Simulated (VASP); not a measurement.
Runs of VASP 6.6.1 on Os. The structure is that of space group Fm-3m (No. 225), or close to it. The cells are those of the table. 

```tsv
task	potentials or basis	cell	k mesh	cutoff (eV)	second run	gap on the mesh (eV)	pressure (GPa)
relaxation of cell and atoms	VASP PAW PBE potentials, release 64 (Os)	relaxed from a = 2.705 Å, angles 60.0°, 1 atom	18 × 18 × 18	600	-	none	0.0
single point	VASP PAW PBE potentials, release 64 (Os)	a = 2.705 Å, angles 60.0°, 1 atom	8 × 8 × 8	520	-	none	3.1
single point	VASP PAW PBE potentials, release 64 (Os)	a = 2.710 Å, angles 60.0°, 1 atom	18 × 18 × 18	520	-	none	1.0
single point	VASP PAW PBE potentials, release 64 (Os_sv_GW)	a = 2.705 Å, angles 60.0°, 1 atom	8 × 8 × 8	550	valence_matched	none	(a)
```

Alike in all rows: level r2SCAN; no spin polarisation; smearing gaussian 0.1 eV.

**Question.** Estimate the missing entries.

**Answer.** (a) 0.1.

Caveats: the PAW data sets were made with another functional, which shifts forces and pressure a little; spin-orbit coupling is left out, which moves the levels of the heavy elements.

A k mesh can miss the band edges, and the runs leave out spin-orbit coupling on Os.

A gap of «none» marks levels without a gap at the run's occupations.

The runs don't all hold the same shells in valence.
